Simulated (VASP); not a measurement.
Runs of VASP 6.6.1 on NaI. The structure is that of space group I-4m2 (No. 119), or close to it. The cells are those of the table. 

| level | cell | smearing | gap on the mesh (eV) | pressure (GPa) |
| --- | --- | --- | --- | --- |
| r2SCAN | a = 5.155, b = 5.155, c = 5.011 Å, angles 60.9, 60.9, 58.2°, 2 atoms | gaussian 0.01 eV | (b) | -0.6 |
| PBE | a = 5.155, b = 5.155, c = 5.011 Å, angles 60.9, 60.9, 58.2°, 2 atoms | fermi-dirac 0.02 eV | (c) | -0.2 |
| PBE | a = 5.048, b = 5.048, c = 4.909 Å, angles 60.9, 60.9, 58.2°, 2 atoms | fermi-dirac 0.02 eV | 3.80 | 0.5 |
| r2SCAN | a = 5.048, b = 5.048, c = 4.909 Å, angles 60.9, 60.9, 58.2°, 2 atoms | gaussian 0.01 eV | 4.41 | (a) |

Alike in all rows: task single point; potentials or basis VASP PAW PBE potentials, release 64 (Na_pv, I); no spin polarisation; k mesh 6 × 6 × 6; cutoff (eV) 520.

Question: Estimate the missing entries.

Answer: (a) 0.0; (b) 4.30; (c) 3.70.

Caveats: spin-orbit coupling is left out, which moves the levels of the heavy elements; the PAW data sets were made with another functional, which shifts forces and pressure a little (some runs).

A k mesh can miss the band edges, and the runs leave out spin-orbit coupling on I.
